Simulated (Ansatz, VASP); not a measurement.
**Two plane-wave programs on Ti**

```xyz
2
Lattice="1.6831 0.9717 4.0303 -1.6831 0.9717 4.0303 0.0000 -1.9435 4.0303" Properties=species:S:1:pos:R:3 pbc="T T T"
Ti    0.0000    0.0000    0.6976
Ti    0.0000    0.0000   11.3932
```

Alike in both runs: task single point; functional PBE; k mesh 6 × 6 × 6; occupations gaussian, width 0.1 eV; no spin polarisation.

```csv
,VASP,Ansatz
version,VASP 6.6.1,Ansatz 0.2.0
potentials or method,"VASP PAW PBE potentials, release 64 (Ti_sv), cutoff 520 eV","scalar-relativistic, plane waves, PAW"
valence electrons in the cell,24,24
```

Ansatz gave:

```
gap on the k mesh at the Fermi level (eV) : none
rms of the force components (eV/Å)        : 38.730
```

What did VASP give for the same quantities?

gap on the k mesh at the Fermi level (eV): none; rms of the force components (eV/Å): 40.114.

Atom by atom the forces differ by 1.384 eV/Å (rms over components). A gap of «none» marks a metal or a gap that the smearing closes. The functional is the same, so the differences come from potentials, cutoffs and numerics.

The k mesh is coarse, so the values compare programs but aren't converged.
